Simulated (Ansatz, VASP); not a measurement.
**AlN in VASP and in Ansatz**

Contents of INCAR:

```
PREC = Accurate ; ENCUT = 520
EDIFF = 1E-6 ; ISMEAR = 0
SIGMA = 0.05 ; LREAL = False
LASPH = True ; NELM = 100
ALGO = Normal ; ISIF = 2
LWAVE = False ; LCHARG = True
GGA = PS ; LELF = True
LVHAR = True ; NBANDS = 16
```

KPOINTS

```
regular mesh
0
Gamma
  9 9 6
```

Contents of POSCAR:

```
AlN
1.0
    3.3214000000      0.0000000000      0.0000000000
   -1.6607000000      2.8764167761      0.0000000000
    0.0000000000      0.0000000000      4.0170000000
Al N
2 2
Direct
    0.3333333333      0.6666666667      0.7500000000
    0.6666666667      0.3333333333      0.2500000000
    0.3333333333      0.6666666667      0.2500000000
    0.6666666667      0.3333333333      0.7500000000
```

Input for Ansatz:

```yaml
crystal:
  lattice:
    - [3.3214, 0.0, 0.0]
    - [-1.6607, 2.8764167761, 0.0]
    - [0.0, 0.0, 4.017]
  atoms:
    - { symbol: Al, position: [0.3333333333, 0.6666666667, 0.75] }
    - { symbol: Al, position: [0.6666666667, 0.3333333333, 0.25] }
    - { symbol: "N", position: [0.3333333333, 0.6666666667, 0.25] }
    - { symbol: "N", position: [0.6666666667, 0.3333333333, 0.75] }
basis:
  ecutwfc: 520.0
kpoints:
  mp_grid: { grid: [9, 9, 6] }
hamiltonian:
  xc: pbesol
scf:
  occupations: { method: gaussian, width: 0.05 }
output:
  forces: true
  stress: true
  eigenvalues: true
  write_density: true
  write_potential: true
  elf: true
  volumetric_format: npy
```

Alike in both runs: task single point; functional PBEsol; k mesh 9 × 9 × 6; occupations gaussian, width 0.05 eV; no spin polarisation.

|  | VASP | Ansatz |
| --- | --- | --- |
| version | VASP 6.6.1 | Ansatz 0.2.0 |
| potentials or method | VASP PAW PBE potentials, release 64 (Al, N), cutoff 520 eV | scalar-relativistic, plane waves, PAW |
| valence electrons in the cell | 16 | 16 |

VASP gave:

* gap on the k mesh at the Fermi level (eV): 3.56
* least direct gap on the mesh (eV): 3.56
* pressure (GPa): 3.7
* traceless stress, the component that is largest in VASP (GPa): 5.41

Q: Estimate Ansatz's values.

A: gap on the k mesh at the Fermi level (eV): 3.55; least direct gap on the mesh (eV): 3.55; pressure (GPa): 3.8; traceless stress, the component that is largest in VASP (GPa): 5.39.

VASP's potentials were made for PBE, not for PBEsol. With one functional, cell and mesh, what is left measures potentials, basis and numerics.
